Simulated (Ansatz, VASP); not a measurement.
One calculation of EuS, two programs

```
Eu S
1.0
     0.00000    2.97850    2.97850
     2.97850    0.00000    2.97850
     2.97850    2.97850    0.00000
Eu S
1 1
Direct
  0.00000 0.00000 0.00000
  0.50000 0.50000 0.50000
```

Alike in both runs: task single point; functional PBE; k mesh 7 × 7 × 7; occupations fermi-dirac, width 0.1 eV; collinear spin; Hubbard terms Eu f U = 3.0 eV.

|  | VASP | Ansatz |
| --- | --- | --- |
| version | VASP 6.6.1 | Ansatz 0.2.0 |
| potentials or method | VASP PAW PBE potentials, release 64 (Eu, S), cutoff 600 eV | plane waves, PAW |
| valence electrons in the cell | 23 | 23 |

VASP gave:

- gap on the k mesh at the Fermi level (eV): none
- net moment per atom (μB): 3.50
- size of the moment on the site where the two differ most (μB): 6.67

Problem. Estimate Ansatz's values.

Solution. gap on the k mesh at the Fermi level (eV): none; net moment per atom (μB): 3.50; size of the moment on the site where the two differ most (μB): 6.83.

Site moments also hang on the region over which each program counts them. The programs project onto different local orbitals, so the same U acts differently, and such runs can settle in different states. A gap of «none» marks a metal or a gap that the smearing closes. Ansatz's warnings: filled band counts differ across k points, given moment on shells, stability check not made.

Spin-orbit coupling is off throughout.
